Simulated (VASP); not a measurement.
Input of a VASP 6.6.1 run:

The input INCAR:

```
SYSTEM = HfO2
  PREC = Accurate
  ENCUT = 600
  EDIFF = 1E-6
  ISMEAR = 0
  SIGMA = 0.02
  LREAL = .False.
  LASPH = .True.
  NELM = 120
  ALGO = Normal
  ISIF = 2
  LWAVE = .False.
  LCHARG = .False.
  GGA = PE
  NBANDS = 18
  GGA_COMPAT = .False.
```

The input KPOINTS:

```
Automatic mesh
0
Gamma
  8 8 8
  0 0 0
```

The input POSCAR:

```
HfO2
1.0
    0.0000000000      2.5490413418      2.5490413418
    2.5490413418      0.0000000000      2.5490413418
    2.5490413418      2.5490413418      0.0000000000
Hf O
1 2
Direct
    0.0000000000      0.0000000000      0.0000000000
    0.2500000000      0.2500000000      0.2500000000
    0.7500000000      0.7500000000      0.7500000000
```

Potentials or basis: VASP PAW PBE potentials, release 64 (Hf_pv, O).

Launch:

```bash
$ cat potpaw_PBE.64/Hf_pv/POTCAR potpaw_PBE.64/O/POTCAR > POTCAR
$ mpirun -np 1 vasp_std > vasp.out
```

What does it give for the pressure?

-3.9 GPa.

Predict the band gap on the k mesh.

3.76 eV, direct.

Caveat: spin-orbit coupling is left out, which moves the levels of the heavy elements. A k mesh can miss the band edges.
